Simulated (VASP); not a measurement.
# Cu (I4/mmm) in VASP: further runs

Aim: see how the results for Cu move with the level of theory and the settings. Levels: revPBE, BLYP. Tasks: relaxation of cell and atoms.

All numbers are computed with VASP 6.6.1; they aren't measurements. Logs are shortened: lines on timing, memory, paths and dates and some standing lists are left out, and cuts for length are marked.

## (1) The cell of the first run

Symmetry: I4/mmm, No. 139, tetragonal system. The conventional cell has a = 2.886 Å, b = 2.886 Å, c = 2.752 Å, α = 90.00°, β = 90.00°, γ = 90.00°. Cu (site symmetry 4/mmm) has 14 Cu at 2.46 to 2.89 Å within 3.2 Å.

## (2) Relaxation of cell and atoms, revPBE

INCAR reads:

```
SYSTEM = Cu
ALGO = Normal ; EDIFF = 1E-7
EDIFFG = -0.01 ; ENCUT = 820
GGA = RE ; GGA_COMPAT = .False.
IBRION = 2 ; ISIF = 3
ISMEAR = -1 ; LASPH = .True.
LCHARG = .False. ; LREAL = .False.
LWAVE = .False. ; NELM = 120
NELMIN = 4 ; NSW = 60
PREC = Accurate ; SIGMA = 0.05
```

KPOINTS reads:

```
k-points
0
Gamma
  13 13 13
  0 0 0
```

POSCAR reads:

```
Cu
1.0
   -1.4427933200      1.4427933200      1.3760814500
    1.4427933200     -1.4427933200      1.3760814500
    1.4427933200      1.4427933200     -1.3760814500
Cu
1
Direct
    0.0000000000      0.0000000000      0.0000000000
```

Potentials or basis: VASP PAW PBE potentials, release 64 (Cu_sv_GW).

Command:

```sh
> cat potpaw_PBE.64/Cu_sv_GW/POTCAR > POTCAR
> mpirun -np 1 vasp_std > vasp.out
```

OUTCAR:

```text
SYSTEM = Cu
   EDIFF = 1E-7
   EDIFFG = -0.01
   ENCUT = 820
   GGA = RE
   IBRION = 2
   ISIF = 3
   ISMEAR = -1
   LASPH = .True.
   LREAL = .False.
   NELM = 120
   NELMIN = 4
   NSW = 60
   PREC = Accurate

 ion  position               nearest neighbor table
   1  0.000  0.000  0.000-

  LATTYP: Found a body centered tetragonal cell.
 ALAT       =     2.8855866400
 C/A-ratio  =     0.9537620052

  Lattice vectors:

 A1 = (  -1.4427933200,   1.4427933200,   1.3760814500)
 A2 = (   1.4427933200,  -1.4427933200,   1.3760814500)
 A3 = (   1.4427933200,   1.4427933200,  -1.3760814500)

Analysis of symmetry for initial positions (statically):
=====================================================================
 Subroutine PRICEL returns:
 Original cell was already a primitive cell.

 Routine SETGRP: Setting up the symmetry group for a
 body centered tetragonal supercell.

 Subroutine GETGRP returns: Found 16 space group operations
 (whereof 16 operations were pure point group operations)
 out of a pool of 16 trial point group operations.

The static configuration has the point symmetry D_4h.

Analysis of symmetry for dynamics (positions and initial velocities):
=====================================================================
 Subroutine PRICEL returns:
 Original cell was already a primitive cell.

 Routine SETGRP: Setting up the symmetry group for a
 body centered tetragonal supercell.

 Subroutine GETGRP returns: Found 16 space group operations
 (whereof 16 operations were pure point group operations)
 out of a pool of 16 trial point group operations.

The dynamic configuration has the point symmetry D_4h.

 Subroutine INISYM returns: Found 16 space group operations
 (whereof 16 operations are pure point group operations),
 and found     1 'primitive' translations

----------------------------------------------------------------------------------------

                                     Primitive cell

  volume of cell :      11.4581

  direct lattice vectors                    reciprocal lattice vectors
    -1.442793320  1.442793320  1.376081450     0.000000000  0.346549983  0.363350585
     1.442793320 -1.442793320  1.376081450     0.346549983  0.000000000  0.363350585
     1.442793320  1.442793320 -1.376081450     0.346549983  0.346549983  0.000000000

  length of vectors
     2.461078074  2.461078074  2.461078074     0.502116060  0.502116060  0.490095685

  position of ions in fractional coordinates (direct lattice)
     0.000000000  0.000000000  0.000000000

  ion indices of the primitive-cell ions
   primitive index   ion index
                 1           1

----------------------------------------------------------------------------------------

 KPOINTS: k-points

Automatic generation of k-mesh.
 Grid dimensions read from file:
 generate k-points for:   13   13   13

 Generating k-lattice:

  Cartesian coordinates                     Fractional coordinates (reciprocal lattice)
     0.000000000  0.026657691  0.027950045     0.076923077 -0.000000000  0.000000000
     0.026657691  0.000000000  0.027950045    -0.000000000  0.076923077  0.000000000
     0.026657691  0.026657691  0.000000000     0.000000000  0.000000000  0.076923077

  Length of vectors
     0.038624312  0.038624312  0.037699668

  Shift w.r.t. Gamma in fractional coordinates (k-lattice)
     0.000000000  0.000000000  0.000000000

 Subroutine IBZKPT returns following result:
 ===========================================

 Found    196 irreducible k-points:

 Following reciprocal coordinates:
            Coordinates               Weight
  0.000000  0.000000  0.000000      1.000000
  0.076923  0.000000  0.000000      8.000000
  0.153846  0.000000  0.000000      8.000000
  0.230769 -0.000000  0.000000      8.000000
  0.307692  0.000000  0.000000      8.000000
  0.384615 -0.000000  0.000000      8.000000
[... 16 lines left out ...]
  0.384615  0.153846  0.000000     16.000000
  0.461538  0.153846  0.000000     16.000000
 [... further k-points ...]
   k-points           NKPTS =    196   k-points in BZ     NKDIM =    196   number of bands    NBANDS=     13
   number of dos      NEDOS =    301   number of ions     NIONS =      1
   total plane-waves  NPLWV =  13824
   dimension x,y,z NGX =    24 NGY =   24 NGZ =   24
   dimension x,y,z NGXF=    48 NGYF=   48 NGZF=   48
   ions per type =               1
   NGX,Y,Z   is equivalent  to a cutoff of  16.21, 16.21, 16.21 a.u.
   NGXF,Y,Z  is equivalent  to a cutoff of  32.42, 32.42, 32.42 a.u.
 SYSTEM =  Cu
   PREC   = accura    normal or accurate (medium, high low for compatibility)
   ISTART =      0    job   : 0-new  1-cont  2-samecut
   ICHARG =      2    charge: 1-file 2-atom 10-const
   ISPIN  =      1    spin polarized calculation?
   LNONCOLLINEAR =      F non collinear calculations
   LSORBIT =      F    spin-orbit coupling
   LASPH  =      T    aspherical Exc in radial PAW
   ENCUT  =  820.0 eV  60.27 Ry    7.76 a.u.   5.75  5.75  5.75*2*pi/ulx,y,z
   NELM   =    120;   NELMIN=  4; NELMDL= -5     # of ELM steps
   EDIFF  = 0.1E-06   stopping-criterion for ELM
   LREAL  =      F    real-space projection
   EDIFFG = -.1E-01   stopping-criterion for IOM
   NSW    =     60    number of steps for IOM
   IBRION =      2    ionic relax: 0-MD 1-quasi-New 2-CG
   NFREE  =      1    steps in history (QN), initial steepest desc. (CG)
   ISIF   =      3    stress and relaxation
   ISYM   =      2    0-nonsym 1-usesym 2-fastsym
   POTIM  = 0.5000    time-step for ionic-motion
   TEBEG  =    0.0;   TEEND  =   0.0 temperature during run
   PSTRESS=    0.0 pullay stress
   NELECT =      19.0000    total number of electrons
   NUPDOWN=      -1.0000    fix difference up-down
   EMIN   =  10.00;   EMAX   =-10.00  energy-range for DOS
   EFERMI =   0.00;   METHOD = LEGACY
   ISMEAR =    -1;   SIGMA  =   0.05  broadening in eV -4-tet -1-fermi 0-gaus
   EFERMI_NEDOS =   21; number of points for ismear=-14 and -15
   IALGO  =     38    algorithm
   IMIX   =      4    mixing-type and parameters
     AMIX     =   0.40;   BMIX     =  1.00
     AMIX_MAG =   1.60;   BMIX_MAG =  1.00
  volume/ion in A,a.u.               =      11.46        77.32
  Fermi-wavevector in a.u.,A,eV,Ry     =   1.937709  3.661739 51.086019  3.754716
  Thomas-Fermi vector in A             =   2.968234
   LORBIT       =      0    0 simple, 1 ext, 2 COOP (PROOUT), +10 PAW based schemes
   GGA     = RE    functional components
   LHFCALC =     F    Hartree Fock is set to
   AEXX    =    0.0000 exact exchange contribution
   IVDW    =     0    specifies the selected vdW correction
   LEPSILON=     F    determine dielectric tensor
   LRPA    =     F    only Hartree local field effects (RPA)
 conjugate gradient relaxation of ions
 non-spin polarized calculation
  energy-cutoff  :      820.00
  volume of cell :       11.46
 maximum number of plane-waves:       625
   NGX = 11   NGY = 11   NGZ = 11

--------------------------------------- Ionic step        1  -------------------------------------------

 number of electron      19.0000004 magnetization

 Free energy of the ion-electron system (eV)
  ---------------------------------------------------
  ext. energy  EPLUGINS =         0.00000000
  ---------------------------------------------------
  free energy    TOTEN  =        -3.35661407 eV

  energy without entropy =       -3.35404597  energy(sigma->0) =       -3.35533002

------------------------ aborting loop because EDIFF is reached ----------------------------------------

  FORCE on cell =-STRESS in cart. coord.  units (eV):
  Direction    XX          YY          ZZ          XY          YZ          ZX
  --------------------------------------------------------------------------------------
  -------------------------------------------------------------------------------------
  Total        0.6668135      0.6668135      0.6768567      0.0000000      0.0000000      0.0000000
  in kB       93.2400761     93.2400761     94.6444003      0.0000000      0.0000000      0.0000000
  external PRESSURE =      93.7081842 kB  Pullay stress =       0.0000000 kB

 VOLUME and BASIS-vectors are now :
 -----------------------------------------------------------------------------
  energy-cutoff  :      820.00
  volume of cell :       11.46
      direct lattice vectors                 reciprocal lattice vectors
    -1.442793320  1.442793320  1.376081450     0.000000000  0.346549983  0.363350585
     1.442793320 -1.442793320  1.376081450     0.346549983  0.000000000  0.363350585
     1.442793320  1.442793320 -1.376081450     0.346549983  0.346549983  0.000000000
[... 246 lines left out ...]
 POSITION                                       TOTAL-FORCE (eV/Angst)
 -----------------------------------------------------------------------------------
      0.00000      0.00000      0.00000         0.000000      0.000000      0.000000
 -----------------------------------------------------------------------------------
    total drift:                                0.000000      0.000000     -0.000000

  FREE ENERGIE OF THE ION-ELECTRON SYSTEM (eV)
  ---------------------------------------------------
  free  energy   TOTEN  =        -3.3749784742 eV

  energy  without entropy=       -3.3722182362  energy(sigma->0) =       -3.37359836

--------------------------------------- Ionic step        9  -------------------------------------------

 number of electron      19.0000000 magnetization

 Free energy of the ion-electron system (eV)
  ---------------------------------------------------
  ext. energy  EPLUGINS =         0.00000000
  ---------------------------------------------------
  free energy    TOTEN  =        -3.37498652 eV

  energy without entropy =       -3.37223034  energy(sigma->0) =       -3.37360843

 E-fermi :   7.3304     XC(G=0): -13.0559

 val. band max:        7.3251168550   @ k =  -0.2308   0.4615   0.0769
 cond. band min:       7.3671857716   @ k =  -0.3077   0.3846   0.2308
 fundamental gap:      0.0420689166
 Fermi energy:         7.3304255570

 k-point     1 :       0.0000    0.0000    0.0000
  band No.  band energies     occupation
      1    -105.2341      2.00000
      2     -62.5032      2.00000
      3     -62.4983      2.00000
      4     -62.4983      2.00000
      5      -1.8177      2.00000
      6       4.2638      2.00000
      7       4.4783      2.00000
      8       4.4783      2.00000
      9       5.2523      2.00000
     10       5.4792      2.00000
     11      31.5555      0.00000
     12      31.5555      0.00000
     13      33.0531      0.00000

 k-point     2 :       0.0769    0.0000    0.0000
  band No.  band energies     occupation
      1    -105.2333      2.00000
      2     -62.5072      2.00000
      3     -62.5005      2.00000
      4     -62.4999      2.00000
      5      -1.5895      2.00000
      6       4.2723      2.00000
      7       4.4713      2.00000
      8       4.5108      2.00000
      9       5.2547      2.00000
     10       5.4478      2.00000
     11      30.0973      0.00000
[... 339 lines left out ...]
 k-point    24 :       0.4615    0.1538    0.0000
  band No.  band energies     occupation
      1    -105.2196      2.00000
      2     -62.5915      2.00000
      3     -62.5411      2.00000
      4     -62.5083      2.00000
      5       2.8428      2.00000
      6       3.6986      2.00000
      7       4.7470      2.00000
      8       5.3523      2.00000
      9       5.6707      2.00000
     10       8.2518      0.00000
     11      12.6794      0.00000
     12      19.0896      0.00000
     13      24.1018      0.00000

 [... further k-points ...]

------------------------ aborting loop because EDIFF is reached ----------------------------------------

  FORCE on cell =-STRESS in cart. coord.  units (eV):
  Direction    XX          YY          ZZ          XY          YZ          ZX
  --------------------------------------------------------------------------------------
  -------------------------------------------------------------------------------------
  Total       -0.0049044     -0.0049044     -0.0034059      0.0000000      0.0000000      0.0000000
  in kB       -0.6485740     -0.6485740     -0.4504069      0.0000000      0.0000000      0.0000000
  external PRESSURE =      -0.5825183 kB  Pullay stress =       0.0000000 kB

 VOLUME and BASIS-vectors are now :
 -----------------------------------------------------------------------------
  energy-cutoff  :      820.00
  volume of cell :       12.12
      direct lattice vectors                 reciprocal lattice vectors
    -1.474038588  1.474038588  1.393975689     0.000000000  0.339204146  0.358686313
     1.474038588 -1.474038588  1.393975689     0.339204146  0.000000000  0.358686313
     1.474038588  1.474038588 -1.393975689     0.339204146  0.339204146  0.000000000

 POSITION                                       TOTAL-FORCE (eV/Angst)
 -----------------------------------------------------------------------------------
      0.00000      0.00000      0.00000        -0.000000      0.000000      0.000000
 -----------------------------------------------------------------------------------
    total drift:                                0.000000      0.000000      0.000000

  FREE ENERGIE OF THE ION-ELECTRON SYSTEM (eV)
  ---------------------------------------------------
  free  energy   TOTEN  =        -3.3749865244 eV

  energy  without entropy=       -3.3722303440  energy(sigma->0) =       -3.37360843

 reached required accuracy - stopping structural energy minimisation
```

Run time: 2.6 min. Hardware: 1 thread of Intel Xeon Platinum 8488C (Sapphire Rapids), shared host; peak memory 0.22 GiB.

What came out:

| Item | Value |
| --- | --- |
| Free energy | -3.3750 eV |
| Relaxed volume | 12.12 Å³/atom |
| Relaxed cell | a = 2.508 Å, b = 2.508 Å, c = 2.508 Å, α = 108.00°, β = 108.00°, γ = 112.46° |
| Space group after relaxing (to 0.1 Å) | I4/mmm (No. 139) |
| Energy gained by relaxing | 18.4 meV/atom |
| Ionic steps | 9 |
| Pressure after relaxing | -0.1 GPa |
| Band gap on the k mesh | zero (an odd number of electrons rules out a gap without spin polarisation) |

Step by step:
| step | energy change (eV) | largest force (eV/Å) | pressure (GPa) | volume (Å³) |
| --- | --- | --- | --- | --- |
| 1 | 0.0000 | 0.0000 | 9.37 | 11.46 |
| 2 | -0.0097 | 0.0000 | -5.29 | 12.61 |
| 3 | -0.0183 | 0.0000 | 0.07 | 12.12 |
| 4 | -0.0183 | 0.0000 | -0.04 | 12.13 |
| 5 | -0.0183 | 0.0000 | -0.13 | 12.13 |
| 6 | -0.0184 | 0.0000 | -0.14 | 12.13 |
| 7 | -0.0184 | 0.0000 | -0.15 | 12.13 |
| 8 | -0.0184 | 0.0000 | -0.21 | 12.13 |
| 9 | -0.0184 | 0.0000 | -0.06 | 12.12 |

Final structure:
```yaml
crystal:
  lattice:
    - [-1.47404, 1.47404, 1.39398]
    - [1.47404, -1.47404, 1.39398]
    - [1.47404, 1.47404, -1.39398]
  atoms:
    - { symbol: Cu, position: [0.00000, 0.00000, 0.00000] }
```

Caveat: the PAW data sets were made with another functional, which shifts forces and pressure a little.

## (3) Relaxation of cell and atoms, BLYP

INCAR reads:

```
SYSTEM = Cu
AGGAC = 1.0
AGGAX = 1.0
ALDAC = 0.0
ALDAX = 1.0
ALGO = Normal
EDIFF = 1E-7
EDIFFG = -0.01
ENCUT = 820
GGA = B5
GGA_COMPAT = .FALSE.
IBRION = 2
ISIF = 3
ISMEAR = -1
LASPH = .TRUE.
LCHARG = .FALSE.
LREAL = .FALSE.
LWAVE = .FALSE.
NELM = 120
NELMIN = 4
NSW = 60
PREC = Accurate
SIGMA = 0.05
```

KPOINTS reads:

```
k-points
0
G
  13 13 13
  0 0 0
```

POSCAR is that of step 2.

Potentials or basis: VASP PAW PBE potentials, release 64 (Cu_sv_GW).

Command:

```sh
> cat potpaw_PBE.64/Cu_sv_GW/POTCAR > POTCAR
> mpirun -np 1 vasp_std > vasp.out
```

Run time: 2.7 min. Hardware: 1 thread of Intel Xeon 6975P-C (Granite Rapids), shared host; peak memory 0.22 GiB.

Results (log left out):

```yaml
Free_energy: -2.9960 eV
Relaxed_volume: 12.52 Å³/atom
Relaxed_cell: a = 2.536 Å, b = 2.536 Å, c = 2.536 Å, α = 107.62°, β = 107.62°, γ = 113.25°
Space_group_after_relaxing_to_0.1_Å: I4/mmm (No. 139)
Energy_gained_by_relaxing: 46.4 meV/atom
Ionic_steps: 9
Pressure_after_relaxing: 0.1 GPa
Band_gap_on_the_k_mesh: zero (an odd number of electrons rules out a gap without spin polarisation)
```

Step by step:
| step | energy change (eV) | largest force (eV/Å) | pressure (GPa) | volume (Å³) |
| --- | --- | --- | --- | --- |
| 1 | 0.0000 | 0.0000 | 14.83 | 11.46 |
| 2 | -0.0270 | 0.0000 | -7.43 | 13.31 |
| 3 | -0.0458 | 0.0000 | -0.07 | 12.53 |
| 4 | -0.0457 | 0.0000 | 0.05 | 12.51 |
| 5 | -0.0460 | 0.0000 | 0.12 | 12.51 |
| 6 | -0.0464 | 0.0000 | 0.10 | 12.51 |
| 7 | -0.0461 | 0.0000 | 0.12 | 12.52 |
| 8 | -0.0464 | 0.0000 | 0.09 | 12.52 |
| 9 | -0.0464 | 0.0000 | 0.05 | 12.52 |

Final structure:
```xyz
1
Lattice="-1.4975 1.4975 1.3952 1.4975 -1.4975 1.3952 1.4975 1.4975 -1.3952" Properties=species:S:1:pos:R:3 pbc="T T T"
Cu    0.0000    0.0000    0.0000
```

Levels at points of the mesh, in eV from the Fermi level:
| k point | band 8 | band 9 | band 10 | band 11 | band 12 | band 13 |
| --- | --- | --- | --- | --- | --- | --- |
| (0.00, 0.00, 0.00) | -2.85 | -2.16 | -1.89 | 23.90 | 23.90 | 26.00 |

Caveat: the PAW data sets were made with another functional, which shifts forces and pressure a little.

The gap in the log of VASP goes by the Fermi energy; the results here count the filled bands.